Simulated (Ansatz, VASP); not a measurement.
# One calculation of SnTe, two programs

File INCAR:

```
SYSTEM = SnTe
PREC     = Accurate       ! precision mode
ENCUT    = 600            ! plane-wave cutoff, eV
EDIFF    = 1E-6           ! SCF threshold, eV
ISMEAR   = -1             ! smearing method
SIGMA    = 0.1            ! smearing width, eV
LREAL    = .False.        ! projectors in reciprocal space
LASPH    = .True.         ! aspherical terms in the spheres
NELM     = 100            ! most SCF steps
ALGO     = Normal         ! electronic algorithm
ISIF     = 3              ! what is computed and relaxed
LWAVE    = .False.        ! write WAVECAR
LCHARG   = .False.        ! write CHGCAR
GGA      = CA             ! functional
IBRION   = 2              ! ionic algorithm
NSW      = 100            ! ionic steps
EDIFFG   = -0.002         ! ionic threshold
```

The input KPOINTS:

```
Automatic mesh
0
Gamma
  14 14 14
  0 0 0
```

Contents of POSCAR:

```
SnTe
1.0
    0.0000000000      3.1508500000      3.1508500000
    3.1508500000      0.0000000000      3.1508500000
    3.1508500000      3.1508500000      0.0000000000
Sn Te
1 1
Direct
    0.0000000000      0.0000000000      0.0000000000
    0.5000000000      0.5000000000      0.5000000000
```

Input for Ansatz:

```yaml
crystal:
  lattice:
    - [0.0, 3.15085, 3.15085]
    - [3.15085, 0.0, 3.15085]
    - [3.15085, 3.15085, 0.0]
  atoms:
    - { symbol: Sn, position: [0.0, 0.0, 0.0] }
    - { symbol: Te, position: [0.5, 0.5, 0.5] }
kpoints:
  mp_grid: { grid: [14, 14, 14] }
scf:
  occupations: { method: fermi_dirac, width: 0.1 }
hamiltonian:
  xc: lda
  pseudopotentials: { kind: paw }
relax:
  f_tol: 0.002
  max_steps: 80
  cell: {}
output:
  forces: true
  stress: true
  write_density: true
  write_potential: true
  elf: true
  volumetric_format: npy
```

Alike in both runs: task relaxation of cell and atoms; functional LDA; k mesh 14 × 14 × 14; occupations fermi-dirac, width 0.1 eV; no spin polarisation.

|  | VASP | Ansatz |
| --- | --- | --- |
| version | VASP 6.6.1 | Ansatz 0.2.0 |
| potentials or method | VASP PAW LDA potentials, release 64 (Sn_d, Te) | PAW with Ansatz's default frozen-core files, scalar-relativistic |
| plane-wave cutoff (eV) | 600 | 420 |
| valence electrons in the cell | 20 | 30 |

|  | VASP | Ansatz | Ansatz less VASP |
| --- | --- | --- | --- |
| relaxed volume (Å³/atom) | 30.35 | 30.32 | -0.035 |
| relaxed cell length with the largest relative difference (Å) | 4.411 | 4.410 | -0.0017 |

LDA's correlation is that of Perdew and Zunger in VASP and of Perdew and Wang (1992) in Ansatz. VASP's potentials hold 20 valence electrons a cell and Ansatz's 30, so a difference there can come from the potentials and not from the codes.

Spin-orbit coupling is off throughout.
